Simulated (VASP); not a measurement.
# SnH2Br2 (P1) in VASP: relaxation of cell and atoms with PBE

Aim: the relaxation of cell and atoms of SnH2Br2 with PBE.

Program: VASP 6.6.1. These are calculated values, not measurements. Logs are shortened: lines on timing, memory, paths and dates and some standing lists are left out, and cuts for length are marked.

## 1. The cell of the first run

The typed cell holds 10 atoms: a = 4.519 Å, b = 7.571 Å, c = 9.862 Å, α = 89.80°, β = 90.79°, γ = 89.72°.

## 2. Relaxation of cell and atoms, PBE

INCAR

```
SYSTEM = SnH2Br2
PREC = Accurate
ENCUT = 600
EDIFF = 1E-6
ISMEAR = 0
SIGMA = 0.1
LREAL = .False.
LASPH = .True.
NELM = 100
ALGO = Normal
ISIF = 3
LWAVE = .False.
LCHARG = .False.
GGA = PE
IBRION = 2
NSW = 80
EDIFFG = -0.025
```

KPOINTS

```
regular mesh
0
Gamma
  4 2 2
  0 0 0
```

POSCAR

```
SnH2Br2
1.0
    2.2501382874     -3.9193758983      0.0308661017
   -6.5467068125     -3.8017650010     -0.0131178743
   -0.0489057612      0.0510228979     -9.8620049697
Sn H Br
2 4 4
Direct
    0.5080182417      0.5093712116      1.0122401115
    0.9989605434      1.0071296582      1.0013360397
    0.9683088193      1.0077090068      0.5348825519
    0.5314585421      0.5068428042      0.5361225256
    0.4873655294      0.5182303613      0.4683220750
    0.9988808651     -0.0062017421      0.4627419114
    0.4736968236      0.8249445938      0.8421033341
    1.0338192393      0.3296725971      0.8041448904
    0.0072399564      0.6626394935      0.1606209602
    0.4922514397      0.1396620157      0.1774856001
```

Potentials or basis: VASP PAW PBE potentials, release 64 (Sn_d, H, Br).

Started as:

```console
> cat potpaw_PBE.64/Sn_d/POTCAR potpaw_PBE.64/H/POTCAR potpaw_PBE.64/Br/POTCAR > POTCAR
> mpirun -np 1 vasp_std > vasp.out
```

OUTCAR:

```text
SYSTEM = SnH2Br2
   PREC = Accurate
   ENCUT = 600
   EDIFF = 1E-6
   ISMEAR = 0
   LREAL = .False.
   LASPH = .True.
   NELM = 100
   ISIF = 3
   GGA = PE
   IBRION = 2
   NSW = 80
   EDIFFG = -0.025

 ion  position               nearest neighbor table
   1  0.508  0.509  0.012-   7 2.92   9 2.92   9 2.95  10 3.24   8 3.25
   2  0.999  0.007  0.001-  10 2.99   7 3.01   9 3.04  10 3.06   8 3.12   7 3.15
   3  0.968  0.008  0.535-   6 0.73
   4  0.531  0.507  0.536-   5 0.70
   5  0.487  0.518  0.468-   4 0.70
   6  0.999  0.994  0.463-   3 0.73
   7  0.474  0.825  0.842-   1 2.92   2 3.01   2 3.15
   8  0.034  0.330  0.804-   2 3.12   1 3.25
   9  0.007  0.663  0.161-   1 2.92   1 2.95   2 3.04
  10  0.492  0.140  0.177-   2 2.99   2 3.06   1 3.24

  LATTYP: Found a triclinic cell.
 ALAT       =    10.7917038049
 B/A-ratio  =     0.4187908728
 C/A-ratio  =     0.7015140923
 COS(alpha) =     0.0049436415
 COS(beta)  =     0.0051984604
 COS(gamma) =     0.4061931764

  Lattice vectors:

 A1 = (   2.2012325262,  -3.8683530004,  -9.8311388680)
 A2 = (   2.2501382874,  -3.9193758983,   0.0308661017)
 A3 = (  -6.5467068125,  -3.8017650010,  -0.0131178743)

Analysis of symmetry for initial positions (statically):
=====================================================================
 Subroutine PRICEL returns:
 Original cell was already a primitive cell.

 Routine SETGRP: Setting up the symmetry group for a
 triclinic supercell.

 Subroutine GETGRP returns: Found  1 space group operations
 (whereof  1 operations were pure point group operations)
 out of a pool of  2 trial point group operations.

The static configuration has the point symmetry C_1 .

Analysis of symmetry for dynamics (positions and initial velocities):
=====================================================================
 Subroutine PRICEL returns:
 Original cell was already a primitive cell.

 Routine SETGRP: Setting up the symmetry group for a
 triclinic supercell.

 Subroutine GETGRP returns: Found  1 space group operations
 (whereof  1 operations were pure point group operations)
 out of a pool of  2 trial point group operations.

The dynamic configuration has the point symmetry C_1 .

 Subroutine INISYM returns: Found  1 space group operations
 (whereof  1 operations are pure point group operations),
 and found     1 'primitive' translations

----------------------------------------------------------------------------------------

                                     Primitive cell

  volume of cell :     337.3967

  direct lattice vectors                    reciprocal lattice vectors
     2.250138287 -3.919375898  0.030866102     0.111126452 -0.191356405 -0.001541095
    -6.546706813 -3.801765001 -0.013117874    -0.114557532 -0.065766404  0.000227837
    -0.048905761  0.051022898 -9.862004970     0.000500181 -0.000511429 -0.101404386

  length of vectors
     4.519467055  7.570532299  9.862258217     0.221288809  0.132093527  0.101406909

  position of ions in fractional coordinates (direct lattice)
     0.508018242  0.509371212  0.012240111
     0.998960543  0.007129658  0.001336040
     0.968308819  0.007709007  0.534882552
     0.531458542  0.506842804  0.536122526
     0.487365529  0.518230361  0.468322075
     0.998880865  0.993798258  0.462741911
     0.473696824  0.824944594  0.842103334
     0.033819239  0.329672597  0.804144890
     0.007239956  0.662639494  0.160620960
     0.492251440  0.139662016  0.177485600

  ion indices of the primitive-cell ions
   primitive index   ion index
                 1           1
                 2           2
                 3           3
                 4           4
                 5           5
                 6           6
                 7           7
                 8           8
                 9           9
                10          10

----------------------------------------------------------------------------------------

 KPOINTS: regular mesh

Automatic generation of k-mesh.
 Grid dimensions read from file:
 generate k-points for:    4    2    2

 Generating k-lattice:

  Cartesian coordinates                     Fractional coordinates (reciprocal lattice)
     0.027781613 -0.047839101 -0.000385274     0.250000000  0.000000000 -0.000000000
    -0.057278766 -0.032883202  0.000113919    -0.000000000  0.500000000  0.000000000
     0.000250091 -0.000255714 -0.050702193     0.000000000  0.000000000  0.500000000

  Length of vectors
     0.055322202  0.066046764  0.050703454

  Shift w.r.t. Gamma in fractional coordinates (k-lattice)
     0.000000000  0.000000000  0.000000000

 Subroutine IBZKPT returns following result:
 ===========================================

 Found     12 irreducible k-points:

 Following reciprocal coordinates:
            Coordinates               Weight
  0.000000  0.000000  0.000000      1.000000
  0.250000 -0.000000  0.000000      2.000000
  0.500000 -0.000000  0.000000      1.000000
 -0.000000  0.500000  0.000000      1.000000
  0.250000  0.500000  0.000000      2.000000
  0.500000  0.500000  0.000000      1.000000
  0.000000 -0.000000  0.500000      1.000000
  0.250000 -0.000000  0.500000      2.000000
  0.500000 -0.000000  0.500000      1.000000
  0.000000  0.500000  0.500000      1.000000
  0.250000  0.500000  0.500000      2.000000
  0.500000  0.500000  0.500000      1.000000
   k-points           NKPTS =     12   k-points in BZ     NKDIM =     12   number of bands    NBANDS=     36
   number of dos      NEDOS =    301   number of ions     NIONS =     10
   total plane-waves  NPLWV = 172800
   dimension x,y,z NGX =    36 NGY =   60 NGZ =   80
   dimension x,y,z NGXF=    72 NGYF=  120 NGZF=  160
   ions per type =               2   4   4
   NGX,Y,Z   is equivalent  to a cutoff of  13.24, 13.18, 13.49 a.u.
   NGXF,Y,Z  is equivalent  to a cutoff of  26.48, 26.35, 26.97 a.u.
 SYSTEM =  SnH2Br2
   PREC   = accura    normal or accurate (medium, high low for compatibility)
   ISTART =      0    job   : 0-new  1-cont  2-samecut
   ICHARG =      2    charge: 1-file 2-atom 10-const
   ISPIN  =      1    spin polarized calculation?
   LNONCOLLINEAR =      F non collinear calculations
   LSORBIT =      F    spin-orbit coupling
   LASPH  =      T    aspherical Exc in radial PAW
   ENCUT  =  600.0 eV  44.10 Ry    6.64 a.u.   9.03 15.12 19.70*2*pi/ulx,y,z
   NELM   =    100;   NELMIN=  2; NELMDL= -5     # of ELM steps
   EDIFF  = 0.1E-05   stopping-criterion for ELM
   LREAL  =      F    real-space projection
   EDIFFG = -.3E-01   stopping-criterion for IOM
   NSW    =     80    number of steps for IOM
   IBRION =      2    ionic relax: 0-MD 1-quasi-New 2-CG
   NFREE  =      1    steps in history (QN), initial steepest desc. (CG)
   ISIF   =      3    stress and relaxation
   ISYM   =      2    0-nonsym 1-usesym 2-fastsym
   POTIM  = 0.5000    time-step for ionic-motion
   TEBEG  =    0.0;   TEEND  =   0.0 temperature during run
   PSTRESS=    0.0 pullay stress
   NELECT =      60.0000    total number of electrons
   NUPDOWN=      -1.0000    fix difference up-down
   EMIN   =  10.00;   EMAX   =-10.00  energy-range for DOS
   EFERMI =   0.00;   METHOD = LEGACY
   ISMEAR =     0;   SIGMA  =   0.10  broadening in eV -4-tet -1-fermi 0-gaus
   EFERMI_NEDOS =   21; number of points for ismear=-14 and -15
   IALGO  =     38    algorithm
   IMIX   =      4    mixing-type and parameters
     AMIX     =   0.40;   BMIX     =  1.00
     AMIX_MAG =   1.60;   BMIX_MAG =  1.00
  volume/ion in A,a.u.               =      33.74       227.69
  Fermi-wavevector in a.u.,A,eV,Ry     =   0.920616  1.739711 11.531387  0.847533
  Thomas-Fermi vector in A             =   2.045941
   LORBIT       =      0    0 simple, 1 ext, 2 COOP (PROOUT), +10 PAW based schemes
   GGA     = PE    functional components
   LHFCALC =     F    Hartree Fock is set to
   AEXX    =    0.0000 exact exchange contribution
   IVDW    =     0    specifies the selected vdW correction
   LEPSILON=     F    determine dielectric tensor
   LRPA    =     F    only Hartree local field effects (RPA)
 conjugate gradient relaxation of ions
 non-spin polarized calculation
 Gauss-broadening in eV      SIGMA  =   0.10
  energy-cutoff  :      600.00
  volume of cell :      337.40
 maximum number of plane-waves:     11290
   NGX = 19   NGY = 31   NGZ = 39

--------------------------------------- Ionic step        1  -------------------------------------------

 number of electron      60.0000006 magnetization

 Free energy of the ion-electron system (eV)
  ---------------------------------------------------
  ext. energy  EPLUGINS =         0.00000000
  ---------------------------------------------------
  free energy    TOTEN  =       -32.24208875 eV

  energy without entropy =      -32.24208875  energy(sigma->0) =      -32.24208875

------------------------ aborting loop because EDIFF is reached ----------------------------------------

  FORCE on cell =-STRESS in cart. coord.  units (eV):
  Direction    XX          YY          ZZ          XY          YZ          ZX
  --------------------------------------------------------------------------------------
  -------------------------------------------------------------------------------------
  Total       -0.9532122     -1.1040597      0.1211753      0.0657228      0.4071113     -0.0246100
  in kB       -4.5264673     -5.2427888      0.5754185      0.3120945      1.9332275     -0.1168640
  external PRESSURE =      -3.0646126 kB  Pullay stress =       0.0000000 kB
[... 113 lines left out ...]
  FREE ENERGIE OF THE ION-ELECTRON SYSTEM (eV)
  ---------------------------------------------------
  free  energy   TOTEN  =       -32.3200318281 eV

  energy  without entropy=      -32.3200318281  energy(sigma->0) =      -32.32003183

[... ionic steps 4 to 26 ...]

--------------------------------------- Ionic step       27  -------------------------------------------

 number of electron      60.0000002 magnetization

------------------------ aborting loop because EDIFF is reached ----------------------------------------

  FORCE on cell =-STRESS in cart. coord.  units (eV):
  Direction    XX          YY          ZZ          XY          YZ          ZX
  --------------------------------------------------------------------------------------
  -------------------------------------------------------------------------------------
  Total        0.0046972      0.0274214      0.0123936     -0.0334297      0.0241447     -0.0153539
  in kB        0.0230966      0.1348322      0.0609398     -0.1643753      0.1187205     -0.0754959
  external PRESSURE =       0.0729562 kB  Pullay stress =       0.0000000 kB
[... 73 lines left out ...]
  energy  without entropy=      -32.5177962960  energy(sigma->0) =      -32.51779630

--------------------------------------- Ionic step       29  -------------------------------------------

 number of electron      60.0000001 magnetization

 Free energy of the ion-electron system (eV)
  ---------------------------------------------------
  ext. energy  EPLUGINS =         0.00000000
  ---------------------------------------------------
  free energy    TOTEN  =       -32.51793535 eV

  energy without entropy =      -32.51793535  energy(sigma->0) =      -32.51793535

 E-fermi :  -0.9167     XC(G=0):  -6.4785

 val. band max:       -1.3746762841   @ k =   0.5000  -0.0000   0.0000
 cond. band min:       0.8033536633   @ k =   0.0000   0.0000   0.0000
 fundamental gap:      2.1780299474
 Fermi energy:        -0.9167040439

 k-point     1 :       0.0000    0.0000    0.0000
  band No.  band energies     occupation
      1     -22.0532      2.00000
      2     -22.0506      2.00000
      3     -22.0458      2.00000
      4     -22.0411      2.00000
      5     -22.0365      2.00000
      6     -22.0255      2.00000
[... 494 lines left out ...]
  FREE ENERGIE OF THE ION-ELECTRON SYSTEM (eV)
  ---------------------------------------------------
  free  energy   TOTEN  =       -32.5179353491 eV

  energy  without entropy=      -32.5179353491  energy(sigma->0) =      -32.51793535

 reached required accuracy - stopping structural energy minimisation
```

Run time: 23 min. Hardware: 1 thread of Intel Xeon 6975P-C (Granite Rapids), shared host; peak memory 0.56 GiB.

Results:

```
Free energy                           : -32.5179 eV
Relaxed volume                        : 32.56 Å³/atom
Relaxed cell                          : a = 4.400 Å, b = 7.605 Å, c = 9.733 Å, α = 89.13°, β = 90.12°, γ = 89.66°
Space group after relaxing (to 0.1 Å) : P1 (No. 1)
Energy gained by relaxing             : 27.6 meV/atom
Ionic steps                           : 29
Pressure after relaxing               : 0.0 GPa
Largest force after relaxing          : 0.024 eV/Å
Band gap on the k mesh                : 2.18 eV (least direct gap 2.60 eV)
```

Forces on the atoms (eV/Å):
```
Sn   0.012  0.004 -0.014
Sn  -0.002  0.009  0.010
H   -0.004  0.003 -0.002
H    0.010 -0.008 -0.012
H   -0.009  0.008  0.015
H    0.004 -0.003  0.000
Br   0.019  0.001  0.005
Br  -0.023 -0.008  0.003
Br  -0.001  0.013 -0.003
Br  -0.007 -0.020 -0.002
```

Step by step:
```
step  energy change (eV)  largest force (eV/Å)  pressure (GPa)  volume (Å³)
   1              0.0000                2.0455           -0.31       337.40
   2              0.1709                3.2666           -1.04       334.25
   3             -0.0779                0.7573           -0.61       336.38
   4             -0.1586                0.5450           -0.28       330.38
   5             -0.2058                0.3492            0.34       321.43
   6             -0.2221                0.5350            0.26       323.75
   7             -0.2222                0.5966            0.25       323.93
   8             -0.2317                0.3870            0.11       325.29
   9             -0.2404                0.2230           -0.18       328.30
  10             -0.2430                0.2160           -0.17       328.12
  11             -0.2499                0.1972           -0.13       327.58
  12             -0.2593                0.1595           -0.03       326.50
  13             -0.2587                0.2946            0.18       324.33
  14             -0.2624                0.2018            0.07       325.48
  15             -0.2649                0.1355            0.01       325.45
  16             -0.2649                0.1301            0.01       325.45
  17             -0.2672                0.1178            0.01       325.48
  18             -0.2710                0.0857            0.02       325.57
  19             -0.2711                0.0790            0.02       325.58
  20             -0.2721                0.0682            0.00       325.77
  21             -0.2741                0.0630           -0.04       326.33
  22             -0.2733                0.1684           -0.13       327.46
  23             -0.2745                0.1035           -0.09       326.76
  24             -0.2750                0.0377           -0.05       326.60
  25             -0.2750                0.0382           -0.04       326.57
  26             -0.2752                0.0345           -0.02       326.39
  27             -0.2757                0.0271            0.01       325.84
  28             -0.2757                0.0264            0.03       325.58
  29             -0.2758                0.0240            0.02       325.61
```

Final structure:
```xyz
10
Lattice="2.1881 -3.8170 0.0044 -6.5746 -3.8216 -0.0578 -0.0698 -0.0280 -9.7326" Properties=species:S:1:pos:R:3 pbc="T T T"
Sn   -2.2638   -3.8207   -9.7390
Sn   -6.5229   -3.8443   -0.0708
H     2.0213   -3.7372   -5.2142
H    -2.1896   -3.9929   -5.2650
H    -2.3896   -3.8417   -4.5586
H    -6.5567   -3.8102   -4.5528
Br   -4.4348   -5.0364   -8.1120
Br   -2.2249   -1.3797   -8.0841
Br   -4.3346   -2.6170   -1.6987
Br    0.0445   -2.4379   -1.6704
```

Caveat: spin-orbit coupling is left out, which moves the levels of the heavy elements. A k mesh can miss the band edges.
